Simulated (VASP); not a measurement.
# In (P-6m2) in VASP: notebook, part 2 of 2

VASP 6.6.1. The steps go on from the part before.

## Step 3: Single point, PBE

INCAR

```
SYSTEM = In
ALGO     = Fast           ! electronic algorithm
EDIFF    = 1E-6           ! SCF threshold, eV
ENCUT    = 520            ! plane-wave cutoff, eV
GGA      = PE             ! functional
ISIF     = 2              ! what is computed and relaxed
ISMEAR   = 0              ! smearing method
LASPH    = .True.         ! aspherical terms in the spheres
LCHARG   = .False.        ! write CHGCAR
LREAL    = .False.        ! projectors in reciprocal space
LWAVE    = .False.        ! write WAVECAR
NBANDS   = 48             ! bands
NELM     = 80             ! most SCF steps
PREC     = Accurate       ! precision mode
SIGMA    = 0.1            ! smearing width, eV
```

KPOINTS

```
k-points
0
Gamma
  12 12 4
  0 0 0
```

POSCAR

```
In
1.0
    3.3957847985      0.0000000000      0.0000000000
   -1.6978923993      2.9408359013      0.0000000000
    0.0000000000      0.0000000000     16.5767957000
In
6
Direct
    0.6666666667      0.3333333333      0.3335080000
    0.3333333333      0.6666666667      0.8339610000
    0.3333333333      0.6666666667      0.1660390000
    0.6666666667      0.3333333333      0.6664920000
    0.0000000000      0.0000000000      0.0000000000
    0.3333333333      0.6666666667      0.5000000000
```

Potentials or basis: VASP PAW PBE potentials, release 64 (In_d).

On the command line:

```console
$ cat potpaw_PBE.64/In_d/POTCAR > POTCAR
$ mpirun -np 1 vasp_std > vasp.out
```

OUTCAR:

```text
SYSTEM = In
   EDIFF = 1E-6
   ENCUT = 520
   GGA = PE
   ISIF = 2
   ISMEAR = 0
   LASPH = .True.
   LREAL = .False.
   NELM = 80
   PREC = Accurate

 ion  position               nearest neighbor table
   1  0.667  0.333  0.334-   6 3.39   6 3.39   6 3.39   3 3.40   3 3.40   3 3.40
   2  0.333  0.667  0.834-   5 3.38   5 3.38   5 3.38   4 3.40   4 3.40   4 3.40
   3  0.333  0.667  0.166-   5 3.38   5 3.38   5 3.38   1 3.40   1 3.40   1 3.40
   4  0.667  0.333  0.666-   6 3.39   6 3.39   6 3.39   2 3.40   2 3.40   2 3.40
   5  0.000  0.000  0.000-   2 3.38   3 3.38   2 3.38   3 3.38   2 3.38   3 3.38
   6  0.333  0.667  0.500-   1 3.39   4 3.39   1 3.39   4 3.39   1 3.39   4 3.39

  LATTYP: Found a hexagonal cell.
 ALAT       =     3.3957847985
 C/A-ratio  =     4.8815801600

  Lattice vectors:

 A1 = (   3.3957847985,   0.0000000000,   0.0000000000)
 A2 = (  -1.6978923993,   2.9408359013,   0.0000000000)
 A3 = (   0.0000000000,   0.0000000000,  16.5767957000)

Analysis of symmetry for initial positions (statically):
[... 186 lines left out ...]
 cond. band min:       6.9359073547   @ k =   0.3333   0.0000   0.0000
 fundamental gap:      0.0274819131
 Fermi energy:         6.9162815242

 k-point     1 :       0.0000    0.0000    0.0000
  band No.  band energies     occupation
      1      -7.6978      2.00000
      2      -7.6796      2.00000
      3      -7.6795      2.00000
      4      -7.6543      2.00000
      5      -7.6497      2.00000
      6      -7.6443      2.00000
[... 1213 lines left out ...]
     47      11.8138      0.00000
     48      12.4734      0.00000

 [... further k-points ...]

------------------------ aborting loop because EDIFF is reached ----------------------------------------

  FORCE on cell =-STRESS in cart. coord.  units (eV):
  Direction    XX          YY          ZZ          XY          YZ          ZX
  --------------------------------------------------------------------------------------
  -------------------------------------------------------------------------------------
  Total       -0.1061200     -0.1061200     -0.0769838      0.0000000      0.0000000     -0.0000000
  in kB       -1.0270612     -1.0270612     -0.7450720      0.0000000      0.0000000     -0.0000000
  external PRESSURE =      -0.9330648 kB  Pullay stress =       0.0000000 kB

 VOLUME and BASIS-vectors are now :
 -----------------------------------------------------------------------------
  energy-cutoff  :      520.00
  volume of cell :      165.54
      direct lattice vectors                 reciprocal lattice vectors
     3.395784798  0.000000000  0.000000000     0.294482736  0.170019687  0.000000000
    -1.697892399  2.940835901  0.000000000     0.000000000  0.340039374  0.000000000
     0.000000000  0.000000000 16.576795700     0.000000000  0.000000000  0.060325290

 POSITION                                       TOTAL-FORCE (eV/Angst)
 -----------------------------------------------------------------------------------
      1.69789      0.98028      5.52849        -0.000000      0.000000      0.001653
     -0.00000      1.96056     13.82440        -0.000000      0.000000      0.001848
     -0.00000      1.96056      2.75239        -0.000000      0.000000     -0.001848
      1.69789      0.98028     11.04830        -0.000000     -0.000000     -0.001653
      0.00000      0.00000      0.00000         0.000000      0.000000     -0.000000
     -0.00000      1.96056      8.28840         0.000000     -0.000000     -0.000000
 -----------------------------------------------------------------------------------
    total drift:                                0.000000     -0.000000     -0.000000

  FREE ENERGIE OF THE ION-ELECTRON SYSTEM (eV)
  ---------------------------------------------------
  free  energy   TOTEN  =       -15.3369304812 eV

  energy  without entropy=      -15.3230829199  energy(sigma->0) =      -15.33000670
```

OSZICAR:

```text
N       E                     dE             d eps       ncg     rms          rms(c)
DAV:   1     0.827888319636E+03    0.82789E+03   -0.36783E+04  5480   0.223E+03
DAV:   2     0.857642726261E+02   -0.74212E+03   -0.72861E+03  5472   0.557E+02
DAV:   3    -0.104633701449E+02   -0.96228E+02   -0.94179E+02  6072   0.214E+02
DAV:   4    -0.152666863641E+02   -0.48033E+01   -0.47686E+01  6472   0.529E+01
DAV:   5    -0.154784086976E+02   -0.21172E+00   -0.21168E+00  8568   0.908E+00    0.517E+00
RMM:   6    -0.153587436794E+02    0.11967E+00   -0.25720E-01  6004   0.479E+00    0.272E+00
RMM:   7    -0.153363354087E+02    0.22408E-01   -0.12246E-01  6049   0.266E+00    0.455E-01
RMM:   8    -0.153373343792E+02   -0.99897E-03   -0.21153E-02  6960   0.162E+00    0.177E-01
RMM:   9    -0.153365206733E+02    0.81371E-03   -0.81446E-03  7488   0.557E-01    0.228E-01
RMM:  10    -0.153367337832E+02   -0.21311E-03   -0.26946E-03  9167   0.270E-01    0.380E-01
RMM:  11    -0.153369299609E+02   -0.19618E-03   -0.45691E-04  6071   0.197E-01    0.146E-01
RMM:  12    -0.153369269057E+02    0.30553E-05   -0.22120E-04  8035   0.944E-02    0.117E-01
RMM:  13    -0.153369325723E+02   -0.56667E-05   -0.84925E-05  8843   0.431E-02    0.109E-01
RMM:  14    -0.153369337251E+02   -0.11527E-05   -0.12585E-05  6705   0.177E-02    0.112E-01
RMM:  15    -0.153369312422E+02    0.24828E-05   -0.34133E-06  3773   0.158E-02    0.864E-02
RMM:  16    -0.153369304812E+02    0.76109E-06   -0.14256E-06  3350   0.836E-03
   1 F= -.15336930E+02 E0= -.15330007E+02  d E =-.138476E-01
```

stdout:

```text
POSCAR found type information on POSCAR In
 POSCAR found :  1 types and       6 ions
 scaLAPACK will be used
 LDA part: xc-table for (Slater+PW92), standard interpolation
 POSCAR, INCAR and KPOINTS ok, starting setup
 FFT: planning ... GRIDC
 FFT: planning ... GRID_SOFT
 FFT: planning ... GRID
 WAVECAR not read
 entering main loop
WARNING in EDDRMM: call to ZHEGV failed, returncode =   8  4     46
```

It took 7.4 min on 1 thread of Intel Xeon Platinum 8488C (Sapphire Rapids), shared host; peak memory 0.49 GiB.

What came out:

* Free energy: -15.3369 eV
* Pressure: -0.1 GPa
* Band gap on the k mesh: zero (bands 39 and 40 overlap by 5.12 eV)

Levels at points of the mesh, in eV from the Fermi level:
```
           k point  band 36  band 37  band 38  band 39  band 40  band 41  band 42  band 43
(0.00, 0.00, 0.00)    -4.24    -3.12     0.57     0.59     5.73     5.78     7.97     7.97
(0.50, 0.00, 0.00)    -3.53    -2.17    -2.14    -1.71    -1.68     0.19     0.39     1.31
(0.00, 0.00, 0.50)    -5.44    -1.63    -1.62     3.06     3.06     8.08     8.08     8.10
(0.50, 0.00, 0.50)    -3.11    -2.74    -2.58    -0.92    -0.90    -0.49    -0.47     2.44
```

Caveat: spin-orbit coupling is left out, which moves the levels of the heavy elements.
